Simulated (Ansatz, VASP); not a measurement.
Al3Sb2P: VASP beside Ansatz

```
Al Sb P
1.0
     1.72414  -10.90511    0.00000
     1.72414   10.90511    0.00000
     0.00000    0.00000    3.52939
Al Sb P
3 2 1
Direct
  0.50000 0.50000 0.50000
  0.29857 0.70143 0.00000
  0.70143 0.29857 0.00000
  0.12543 0.87457 0.50000
  0.87457 0.12543 0.50000
  0.00000 0.00000 0.00000
```

Change from the starting cell: species swapped into the TlAg3Te2 type (Cmmm, No. 65).

Alike in both runs: functional PBE; k mesh 10 × 10 × 10; occupations gaussian, width 0.1 eV; no spin polarisation.

Ansatz relaxed the structure, and its values are those at the end. VASP's run is a single point on that final structure, the one shown.

|  | VASP | Ansatz |
| --- | --- | --- |
| version | VASP 6.6.1 | Ansatz 0.2.0 |
| potentials or method | VASP PAW PBE potentials, release 64 (Al, Sb, P), cutoff 520 eV | scalar-relativistic, plane waves, PAW |
| valence electrons in the cell | 24 | 44 |

Ansatz gave:

* gap on the k mesh at the Fermi level (eV): none
* pressure (GPa): 0.0
* rms of the force components (eV/Å): 0.000

Task: Which values does VASP return?

Result: gap on the k mesh at the Fermi level (eV): none; pressure (GPa): 0.0; rms of the force components (eV/Å): 0.006.

A gap of «none» marks a metal or a gap that the smearing closes. VASP's potentials hold 24 valence electrons a cell and Ansatz's 44, so a difference there can come from the potentials and not from the codes.

Neither program's run includes spin-orbit coupling.
